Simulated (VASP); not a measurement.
Input of a VASP 6.6.1 run:

File INCAR:

```
SYSTEM = InGa2N3
ALGO     = Normal         ! electronic algorithm
EDIFF    = 1E-6           ! SCF threshold, eV
ENCUT    = 520            ! plane-wave cutoff, eV
GGA      = PE             ! functional
ISIF     = 2              ! what is computed and relaxed
ISMEAR   = 0              ! smearing method
LASPH    = .True.         ! aspherical terms in the spheres
LCHARG   = .True.         ! write CHGCAR
LELF     = .True.         ! ELF
LREAL    = .False.        ! projectors in reciprocal space
LVHAR    = .True.       
LWAVE    = .False.        ! write WAVECAR
NBANDS   = 36             ! bands
NELM     = 80             ! most SCF steps
PREC     = Accurate       ! precision mode
SIGMA    = 0.02           ! smearing width, eV
```

File KPOINTS:

```
k-points
0
Gamma
  16 16 16
  0 0 0
```

File POSCAR:

```
InGa2N3
1.0
   -1.6435805736      1.6435805736      7.0514921964
    1.6435805736     -1.6435805736      7.0514921964
    1.6435805736      1.6435805736     -7.0514921964
In Ga N
1 2 3
Direct
    0.0000000000      0.0000000000      0.0000000000
    0.6729157038      0.6729157038      0.0000000000
    0.3270842962      0.3270842962      0.0000000000
    0.2500000000      0.7500000000      0.5000000000
    0.9033248263      0.4033248263      0.5000000000
    0.5966751737      0.0966751737      0.5000000000
```

Potentials or basis: VASP PAW PBE potentials, release 64 (In_d, Ga_d, N).

Command:

```console
$ cat potpaw_PBE.64/In_d/POTCAR potpaw_PBE.64/Ga_d/POTCAR potpaw_PBE.64/N/POTCAR > POTCAR
$ mpirun -np 1 vasp_std > vasp.out
```

(1) What does it give for the largest force?

(2) Predict the pressure.

(3) What does it give for the band gap on the k mesh?

Results:

(1) 0.020 eV/Å.

(2) 5.1 GPa.

(3) 0.68 eV.

Caveat: the cell stands under pressure; semilocal functionals underestimate gaps, and a narrow one can read as zero; spin-orbit coupling is left out, which moves the levels of the heavy elements.
